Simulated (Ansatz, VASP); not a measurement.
# One calculation of Nb, two programs

```
Nb
1.0
     4.95511    0.00000    0.00000
    -2.47755    4.29125    0.00000
     0.00000    0.00000    2.71494
Nb
3
Direct
  0.00000 0.00000 0.00000
  0.33333 0.66667 0.50000
  0.66667 0.33333 0.50000
```

Alike in both runs: functional BLYP; k mesh 8 × 8 × 11; occupations fermi-dirac, width 0.1 eV; no spin polarisation.

Ansatz relaxed the structure, and its values are those at the end. VASP's run is a single point on that final structure, the one shown.

|  | VASP | Ansatz |
| --- | --- | --- |
| version | VASP 6.6.1 | Ansatz 0.2.0 |
| potentials or method | VASP PAW PBE potentials, release 64 (Nb_sv), cutoff 520 eV | plane waves (420 eV) with PAW, scalar-relativistic |
| valence electrons in the cell | 39 | 39 |

|  | VASP | Ansatz | Ansatz less VASP |
| --- | --- | --- | --- |
| pressure (GPa) | -0.1 | 0.0 | +0.06 |

VASP's potentials were made for PBE, not for BLYP. With one functional, cell and mesh, what is left measures potentials, basis and numerics.
